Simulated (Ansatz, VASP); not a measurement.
# Sn: VASP beside Ansatz

```
CELL_PARAMETERS angstrom
0.00000 3.23808 3.23808
3.23808 0.00000 3.23808
3.23808 3.23808 0.00000
ATOMIC_POSITIONS crystal
Sn 0.50000 0.50000 0.50000
Sn 0.75000 0.75000 0.75000
```

Alike in both runs: task single point; functional LDA; k mesh 9 × 9 × 9; occupations methfessel-paxton of order 1, width 0.1 eV; no spin polarisation.

|  | VASP | Ansatz |
| --- | --- | --- |
| version | VASP 6.6.1 | Ansatz 0.2.0 |
| potentials or method | VASP PAW LDA potentials, release 64 (Sn_d), cutoff 520 eV | plane waves (420 eV) with PAW, scalar-relativistic |
| valence electrons in the cell | 28 | 28 |

|  | VASP | Ansatz | Ansatz less VASP |
| --- | --- | --- | --- |
| pressure (GPa) | -0.1 | -0.1 | -0.01 |

Ansatz warns that its potentials were made for another functional, while VASP's fit it. LDA's correlation is that of Perdew and Zunger in VASP and of Perdew and Wang (1992) in Ansatz.
